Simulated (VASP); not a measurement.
Wanted: the native input for a VASP 6.6.1 run.

| Property | Result |
| --- | --- |
| Task | single point |
| Functional | PBEsol |
| Potentials or basis | VASP PAW PBE potentials, release 64 (Zr_sv, S) |
| Cutoff | 520 eV |
| k mesh | 6 × 6 × 6 |
| Occupations | fermi-dirac, width 0.05 eV |
| Spin | no spin polarisation |
| Hubbard terms | Zr d U = 4.0 eV |
| Dipole correction | no |
| Further INCAR settings | ALGO = Normal; EDIFF = 1e-07; NBANDS = 32 |

The structure of Zr3S2 lies in POSCAR:

```
Zr3S2
1.0
    2.8928150783      1.6701675642      3.4928268622
   -2.8928150783      1.6701675642      3.4928268622
    0.0000000000     -3.3403351284      3.4928268622
Zr S
3 2
Direct
    0.8380352476      0.5000000000      0.1619647524
    0.5000000000      0.1619647524      0.8380352476
    0.1619647524      0.8380352476      0.5000000000
    0.6639619922      0.6639619922      0.6639619922
    0.3360380078      0.3360380078      0.3360380078
```

The input as run:

INCAR

```
SYSTEM = Zr3S2
ALGO = Normal
EDIFF = 1E-7
ENCUT = 520
GGA = PS
ISIF = 2
ISMEAR = -1
LASPH = .True.
LCHARG = .True.
LDAU = .True.
LDAUJ = 0 0
LDAUL = 2 -1
LDAUPRINT = 1
LDAUTYPE = 2
LDAUU = 4 0
LELF = .True.
LMAXMIX = 4
LREAL = .False.
LVHAR = .True.
LWAVE = .False.
NBANDS = 32
NELM = 150
PREC = Accurate
SIGMA = 0.05
```

KPOINTS

```
k-points
0
Gamma
  6 6 6
  0 0 0
```

Potentials or basis: VASP PAW PBE potentials, release 64 (Zr_sv, S).

Command:

```sh
$ cat potpaw_PBE.64/Zr_sv/POTCAR potpaw_PBE.64/S/POTCAR > POTCAR
$ mpirun -np 1 vasp_std > vasp.out
```

It gave:

```
Pressure               : 2.8 GPa
Largest force          : 0.084 eV/Å
Band gap on the k mesh : zero (bands 24 and 25 overlap by 0.27 eV)
```

Caveat: the PAW data sets were made with another functional, which shifts forces and pressure a little; U without spin polarisation on a metal has little footing.

Run time: 42 s on 1 thread of Intel(R) Xeon(R) 6975P-C (Granite Rapids), with other jobs on the host, peak memory 0.24 GiB.
